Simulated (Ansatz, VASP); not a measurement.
## Two plane-wave programs on WSe2

```
W Se
1.0
     3.27115    0.00000    0.00000
    -1.63558    2.83290    0.00000
     0.00000    0.00000   13.22067
W Se
2 4
Cartesian
  0.0000 1.8886 3.3052
  1.6356 0.9443 9.9155
  0.0000 1.8886 8.2416
  1.6356 0.9443 1.6312
  0.0000 1.8886 11.5894
  1.6356 0.9443 4.9791
```

Alike in both runs: functional PBEsol; k mesh 12 × 12 × 2; occupations gaussian, width 0.02 eV; no spin polarisation.

Ansatz relaxed the structure, and its values are those at the end. VASP's run is a single point on that final structure, the one shown.

|  | VASP | Ansatz |
| --- | --- | --- |
| version | VASP 6.6.1 | Ansatz 0.2.0 |
| potentials or method | VASP PAW PBE potentials, release 64 (W_sv, Se), cutoff 520 eV | scalar-relativistic, plane waves, PAW |
| valence electrons in the cell | 52 | 92 |

```csv
,VASP,Ansatz,Ansatz less VASP
gap on the k mesh at the Fermi level (eV),1.04,1.04,+0.005
least direct gap on the mesh (eV),1.59,1.60,+0.003
pressure (GPa),0.4,0.0,-0.42
rms of the force components (eV/Å),0.031,0.002,-0.0288
```

VASP's potentials were made for PBE, not for PBEsol. VASP's potentials hold 52 valence electrons a cell and Ansatz's 92, so a difference there can come from the potentials and not from the codes.

Neither program's run includes spin-orbit coupling.
